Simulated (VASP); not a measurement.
Input of a VASP 6.6.1 run:

The input INCAR:

```
PREC = Accurate ; ENCUT = 520
EDIFF = 1E-6 ; ISMEAR = 0
SIGMA = 0.15 ; LREAL = F
LASPH = T ; NELM = 150
ALGO = Fast ; ISIF = 2
LWAVE = F ; LCHARG = F
ISPIN = 2 ; MAGMOM = 0 0.28 0.28 0.28
LORBIT = 11 ; LMAXMIX = 4
GGA = PS ; NBANDS = 28
```

File KPOINTS:

```
regular mesh
0
Gamma
  10 10 10
```

File POSCAR:

```
AlNi3
1.0
    3.5190923309      0.0000000000      0.0000000000
    0.0000000000      3.5190923309      0.0000000000
    0.0000000000      0.0000000000      3.5190923309
Al Ni
1 3
Direct
    0.0000000000      0.0000000000      0.0000000000
    0.0000000000      0.5000000000      0.5000000000
    0.5000000000      0.0000000000      0.5000000000
    0.5000000000      0.5000000000      0.0000000000
```

Potentials or basis: VASP PAW PBE potentials, release 64 (Al, Ni).

The run is started by

```sh
$ cat potpaw_PBE.64/Al/POTCAR potpaw_PBE.64/Ni/POTCAR > POTCAR
$ mpirun -np 1 vasp_std > vasp.out
```

Problem. What does it give for the site moments?

Solution. Al -0.01; Ni +0.20 μB.

Problem. What does it give for the pressure?

Solution. 0.1 GPa.

Problem. What does it give for the net moment?

Solution. 0.57 μB per cell.

Caveat: the PAW data sets were made with another functional, which shifts forces and pressure a little.
